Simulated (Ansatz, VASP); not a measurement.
FePt in VASP and in Ansatz

```xyz
2
Lattice="2.7750 0.0000 0.0000 0.0000 2.7750 0.0000 0.0000 0.0000 3.7726" Properties=species:S:1:pos:R:3 pbc="T T T"
Fe    1.3875    1.3875    1.8863
Pt    0.0000    0.0000    0.0000
```

Change from the starting cell: volume scaled by 1.06.

Alike in both runs: task single point; functional PBE; k mesh 12 × 12 × 9; occupations fermi-dirac, width 0.05 eV; collinear spin.

|  | VASP | Ansatz |
| --- | --- | --- |
| version | VASP 6.6.1 | Ansatz 0.2.0 |
| potentials or method | VASP PAW PBE potentials, release 64 (Fe, Pt), cutoff 520 eV | all-electron LAPW, scalar-relativistic |

Ansatz gave:

```
pressure (GPa)                                                : -6.4
traceless stress, the component that is largest in VASP (GPa) : 0.89
net moment per atom (μB)                                      : 1.69
size of the moment on the site where the two differ most (μB) : 3.07
```

**Question.** What did VASP give for the same quantities?

**Answer.** Pressure (GPa): -6.8; traceless stress, the component that is largest in VASP (GPa): 0.91; net moment per atom (μB): 1.69; size of the moment on the site where the two differ most (μB): 3.02.

Site moments also hang on the region over which each program counts them. Ansatz ran all-electron here, and VASP with PAW potentials.

Neither program's run includes spin-orbit coupling.
